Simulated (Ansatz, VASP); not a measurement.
## Two plane-wave programs on Mg

INCAR

```
SYSTEM = Mg
PREC = Accurate
ENCUT = 600
EDIFF = 1E-7
ISMEAR = 0
SIGMA = 0.1
LREAL = .FALSE.
LASPH = .TRUE.
NELM = 100
ALGO = Fast
ISIF = 3
LWAVE = .FALSE.
LCHARG = .FALSE.
GGA = PS
IBRION = 2
NSW = 80
EDIFFG = -0.01
```

File KPOINTS:

```
regular mesh
0
G
  18 18 8
  0 0 0
```

File POSCAR:

```
Mg
1.0
    3.1875764345      0.0000000000      0.0000000000
   -1.5937882173      2.7605221688      0.0000000000
    0.0000000000      0.0000000000      5.1161971804
Mg
2
Direct
    0.3333333333      0.6666666667      0.2500000000
    0.6666666667      0.3333333333      0.7500000000
```

Input for Ansatz:

```yaml
crystal:
  lattice:
    - [3.1875764345, 0.0, 0.0]
    - [-1.5937882173, 2.7605221688, 0.0]
    - [0.0, 0.0, 5.1161971804]
  atoms:
    - { symbol: Mg, position: [0.3333333333, 0.6666666667, 0.25] }
    - { symbol: Mg, position: [0.6666666667, 0.3333333333, 0.75] }
basis:
  ecutwfc: 420
kpoints:
  mp_grid: { grid: [18, 18, 8] }
hamiltonian:
  xc: pbesol
scf:
  occupations: { method: gaussian, width: 0.1 }
output:
  forces: true
  stress: true
  eigenvalues: true
relax:
  adjacent_minimum: "off"
  f_tol: 0.01
  max_steps: 60
  cell: { stress_tol: 0.1 }
```

Alike in both runs: task relaxation of cell and atoms; functional PBEsol; k mesh 18 × 18 × 8; occupations gaussian, width 0.1 eV; no spin polarisation.

|  | VASP | Ansatz |
| --- | --- | --- |
| version | VASP 6.6.1 | Ansatz 0.2.0 |
| potentials or method | VASP PAW PBE potentials, release 64 (Mg), cutoff 600 eV | scalar-relativistic, plane waves, PAW |
| valence electrons in the cell | 4 | 20 |

Ansatz gave:

* gap on the k mesh at the Fermi level, each at its own relaxed structure (eV): none
* relaxed volume (Å³/atom): 22.51
* relaxed cell length with the largest relative difference (Å): 5.116

What did VASP give for the same quantities?

gap on the k mesh at the Fermi level, each at its own relaxed structure (eV): none; relaxed volume (Å³/atom): 22.48; relaxed cell length with the largest relative difference (Å): 5.113.

VASP's potentials were made for PBE, not for PBEsol. A gap of «none» marks a metal or a gap that the smearing closes. VASP's potentials hold 4 valence electrons a cell and Ansatz's 20, so a difference there can come from the potentials and not from the codes.
